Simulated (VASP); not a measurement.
Write the native input for VASP 6.6.1 that does the following.

* Task: single point
* Functional: PBE
* Potentials or basis: VASP PAW PBE potentials, release 64 (Cu)
* Cutoff: 520 eV
* k mesh: 24 × 24 × 24
* Occupations: gaussian, width 0.15 eV
* Spin: no spin polarisation
* Dipole correction: no
* Further INCAR settings: ALGO = Fast; EDIFF = 1e-06; NBANDS = 12

The structure of Cu lies in POSCAR:

```
Cu
1.0
   -1.4152000519      1.4152000519      1.4977062149
    1.4152000519     -1.4152000519      1.4977062149
    1.4152000519      1.4152000519     -1.4977062149
Cu
1
Direct
    0.0000000000      0.0000000000      0.0000000000
```

These files were run (other wordings do the same):

INCAR

```
ALGO = Fast
EDIFF = 1E-6
ENCUT = 520
GGA = PE
ISIF = 2
ISMEAR = 0
LASPH = T
LCHARG = F
LREAL = F
LWAVE = F
NBANDS = 12
NELM = 100
PREC = Accurate
SIGMA = 0.15
```

KPOINTS

```
k-points
0
Gamma
  24 24 24
```

Potentials or basis: VASP PAW PBE potentials, release 64 (Cu).

Launch:

```sh
$ cat potpaw_PBE.64/Cu/POTCAR > POTCAR
$ mpirun -np 1 vasp_std > vasp.out
```

It gave:

```json
{
  "Pressure": "0.8 GPa",
  "Band gap on the k mesh": "zero (an odd number of electrons rules out a gap without spin polarisation)"
}
```

It took 2.2 min on 1 thread of Intel(R) Xeon(R) Platinum 8488C (Sapphire Rapids), on a shared host, peak memory 0.26 GiB.
